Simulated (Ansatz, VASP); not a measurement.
## One calculation of Ti6C, two programs

The input INCAR:

```
ALGO = Normal
EDIFF = 1E-6
EDIFFG = -0.04
ENCUT = 600
GGA = PE
IBRION = 2
ISIF = 3
ISMEAR = 0
LASPH = True
LCHARG = False
LREAL = False
LWAVE = False
NELM = 80
NSW = 90
PREC = Accurate
SIGMA = 0.1
```

KPOINTS

```
k-points
0
Gamma
  3 3 6
```

File POSCAR:

```
Ti6C
1.0
    7.5921274558      0.0000000000      0.0000000000
   -3.7960637279      6.5749752455      0.0000000000
    0.0000000000      0.0000000000      2.5104428961
Ti C
6 1
Direct
    0.3165984453      0.0000000000      0.5000000000
    0.0000000000      0.3165984453      0.5000000000
    0.6834015547      0.6834015547      0.5000000000
    0.6834015547      0.0000000000      0.5000000000
    0.0000000000      0.6834015547      0.5000000000
    0.3165984453      0.3165984453      0.5000000000
    0.0000000000      0.0000000000      0.0000000000
```

Input for Ansatz:

```yaml
crystal:
  lattice:
    - [7.5921274558, 0.0, 0.0]
    - [-3.7960637279, 6.5749752455, 0.0]
    - [0.0, 0.0, 2.5104428961]
  atoms:
    - { symbol: Ti, position: [0.3165984453, 0.0, 0.5] }
    - { symbol: Ti, position: [0.0, 0.3165984453, 0.5] }
    - { symbol: Ti, position: [0.6834015547, 0.6834015547, 0.5] }
    - { symbol: Ti, position: [0.6834015547, 0.0, 0.5] }
    - { symbol: Ti, position: [0.0, 0.6834015547, 0.5] }
    - { symbol: Ti, position: [0.3165984453, 0.3165984453, 0.5] }
    - { symbol: C, position: [0.0, 0.0, 0.0] }
basis:
  ecutwfc: 420
kpoints:
  mp_grid: { grid: [3, 3, 6] }
hamiltonian:
  xc: pbe
scf:
  occupations: { method: gaussian, width: 0.1 }
  lower_state_search: "off"
output:
  forces: true
  stress: true
  eigenvalues: true
relax:
  adjacent_minimum: "off"
  f_tol: 0.04
  max_steps: 70
  cell: { stress_tol: 0.4 }
```

Alike in both runs: task relaxation of cell and atoms; functional PBE; k mesh 3 × 3 × 6; occupations gaussian, width 0.1 eV; no spin polarisation.

```csv
,VASP,Ansatz
version,VASP 6.6.1,Ansatz 0.2.0
potentials or method,"VASP PAW PBE potentials, release 64 (Ti_sv, C), cutoff 600 eV","scalar-relativistic, plane waves, PAW"
valence electrons in the cell,76,76
```

```csv
,VASP,Ansatz,Ansatz less VASP
"gap on the k mesh at the Fermi level, each at its own relaxed structure (eV)",none,none,-
relaxed volume (Å³/atom),18.10,18.05,-0.056
relaxed length of the cell vector where the two differ most in proportion (Å),7.610,7.588,-0.0221
```

A gap of «none» marks a metal or a gap that the smearing closes.

The k mesh is coarse, so the values compare programs but aren't converged.
